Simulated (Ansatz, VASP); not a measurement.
# One calculation of MoS2, two programs

```
CELL_PARAMETERS angstrom
1.58759 0.91660 6.19393
-1.58759 0.91660 6.19393
0.00000 -1.83319 6.19393
ATOMIC_POSITIONS crystal
Mo 0.00010 0.00010 0.00010
S 0.24979 0.24979 0.24979
S 0.41711 0.41711 0.41711
```

Alike in both runs: task single point; functional r2SCAN; k mesh 10 × 10 × 10; no spin polarisation.

|  | VASP | Ansatz |
| --- | --- | --- |
| version | VASP 6.6.1 | Ansatz 0.2.0 |
| potentials or method | VASP PAW PBE potentials, release 64 (Mo_sv, S) | plane waves, PAW |
| plane-wave cutoff (eV) | 520 | 500 |
| occupations | gaussian, width 0.01 eV | fixed |
| valence electrons in the cell | 26 | 26 |

Ansatz gave:

- gap on the k mesh at the Fermi level (eV): 1.08
- pressure (GPa): 1.2
- traceless stress, the component that is largest in VASP (GPa): -0.10
- rms of the force components (eV/Å): 0.026

Question: Which values does VASP return?

Answer: gap on the k mesh at the Fermi level (eV): 1.09; pressure (GPa): 1.2; traceless stress, the component that is largest in VASP (GPa): -0.15; rms of the force components (eV/Å): 0.024.

VASP's potentials were made for PBE, not for r2SCAN. Atom by atom the forces differ by 0.002 eV/Å (rms over components).
